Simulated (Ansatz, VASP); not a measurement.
## Pt: VASP beside Ansatz

File INCAR:

```
PREC = Accurate
ENCUT = 520
EDIFF = 1E-7
ISMEAR = 0
SIGMA = 0.15
LREAL = F
LASPH = T
NELM = 80
ALGO = Normal
ISIF = 2
LWAVE = F
LCHARG = F
GGA = CA
NBANDS = 17
```

KPOINTS

```
regular mesh
0
Gamma
  18 18 10
```

File POSCAR:

```
Pt
1.0
    2.6629672301      0.0000000000      0.0000000000
   -1.3314836150      2.3061972707      0.0000000000
    0.0000000000      0.0000000000      4.5992849577
Pt
2
Direct
    0.6666666667      0.3333333333      0.7500000000
    0.3333333333      0.6666666667      0.2500000000
```

Input for Ansatz:

```yaml
crystal:
  lattice:
    - [2.6629672301, 0.0, 0.0]
    - [-1.331483615, 2.3061972707, 0.0]
    - [0.0, 0.0, 4.5992849577]
  atoms:
    - { symbol: Pt, position: [0.6666666667, 0.3333333333, 0.75] }
    - { symbol: Pt, position: [0.3333333333, 0.6666666667, 0.25] }
basis:
  ecutwfc: 420
kpoints:
  mp_grid: { grid: [18, 18, 10] }
hamiltonian:
  xc: lda
scf:
  occupations: { method: gaussian, width: 0.15 }
output:
  forces: true
  stress: true
  eigenvalues: true
```

Change from the starting cell: mode 1 frozen in at +0.000 Å, equal normal strain along x, y and z -0.0167.

Alike in both runs: task single point; functional LDA; k mesh 18 × 18 × 10; occupations gaussian, width 0.15 eV; no spin polarisation.

|  | VASP | Ansatz |
| --- | --- | --- |
| version | VASP 6.6.1 | Ansatz 0.2.0 |
| potentials or method | VASP PAW LDA potentials, release 64 (Pt), cutoff 520 eV | scalar-relativistic, plane waves, PAW |
| valence electrons in the cell | 20 | 36 |

VASP gave:

```
gap on the k mesh at the Fermi level (eV)                     : none
pressure (GPa)                                                : 18.5
traceless stress, the component that is largest in VASP (GPa) : -2.03
```

Problem. Estimate Ansatz's values.

Solution. gap on the k mesh at the Fermi level (eV): none; pressure (GPa): 17.6; traceless stress, the component that is largest in VASP (GPa): -1.68.

LDA's correlation is that of Perdew and Zunger in VASP and of Perdew and Wang (1992) in Ansatz. A gap of «none» marks a metal or a gap that the smearing closes. VASP's potentials hold 20 valence electrons a cell and Ansatz's 36, so a difference there can come from the potentials and not from the codes.

Spin-orbit coupling is off throughout.
